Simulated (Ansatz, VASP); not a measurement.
# C in VASP and in Ansatz

The input POSCAR:

```
C
1.0
    0.0000000000      1.7801241425      1.7979253840
    1.7801241425      0.0000000000      1.7979253840
    1.7801241425      1.7801241425      0.0000000000
C
2
Direct
    0.0000000000      0.0000000000      0.0000000000
    0.2500000000      0.2500000000      0.2500000000
```

The input INCAR.step1:

```
ALGO = Normal
EDIFF = 1E-5
ENCUT = 910
GGA = PE
GGA_COMPAT = F
ISMEAR = 0
LASPH = T
LCHARG = F
LREAL = F
LWAVE = T
NBANDS = 11
NELM = 120
PREC = Accurate
SIGMA = 0.01
```

INCAR.step2

```
ALGO = Normal
EDIFF = 1E-6
ENCUT = 910
GGA_COMPAT = F
ISIF = 2
ISMEAR = 0
ISTART = 1
LASPH = T
LCHARG = T
LELF = T
LMIXTAU = T
LREAL = F
LVHAR = T
LWAVE = F
METAGGA = R2SCAN
NBANDS = 11
NELM = 120
PREC = Accurate
SIGMA = 0.01
```

The input KPOINTS:

```
k-points
0
Gamma
  12 12 12
```

Input for Ansatz:

```yaml
crystal:
  lattice:
    - [0.0, 1.7801241425, 1.797925384]
    - [1.7801241425, 0.0, 1.797925384]
    - [1.7801241425, 1.7801241425, 0.0]
  atoms:
    - { symbol: C, position: [0.0, 0.0, 0.0] }
    - { symbol: C, position: [0.25, 0.25, 0.25] }
kpoints:
  mp_grid: { grid: [12, 12, 12] }
  band_path:
    path:
      - [0.0, 0.0, 0.0]
      - [0.5, 0.0, 0.5]
      - [0.625, 0.25, 0.625]
      - [0.375, 0.375, 0.75]
      - [0.5, 0.5, 0.5]
      - [0.5, 0.25, 0.75]
      - [0.0, 0.363281, 0.363281]
    npoints: 1
hamiltonian:
  xc: r2scan
scf:
  occupations: { method: fixed }
  n_extra_bands: 4
output:
  forces: true
  stress: true
  eigenvalues: true
```

Change from the starting cell: uniaxial_z strain +1.0%.

Alike in both runs: task single point; functional r2SCAN; k mesh 12 × 12 × 12; no spin polarisation.

|  | VASP | Ansatz |
| --- | --- | --- |
| version | VASP 6.6.1 | Ansatz 0.2.0 |
| potentials or method | VASP PAW PBE potentials, release 64 (C_h) | plane waves, PAW |
| plane-wave cutoff (eV) | 910 | 500 |
| occupations | gaussian, width 0.01 eV | fixed |
| valence electrons in the cell | 8 | 8 |

```tsv
	VASP	Ansatz	Ansatz less VASP
gap on the k mesh at the Fermi level (eV)	4.23	4.23	-0.002
```

VASP's potentials were made for PBE, not for r2SCAN.

Noted on VASP's run: the cutoff is short for stress, so the pressure is rough.
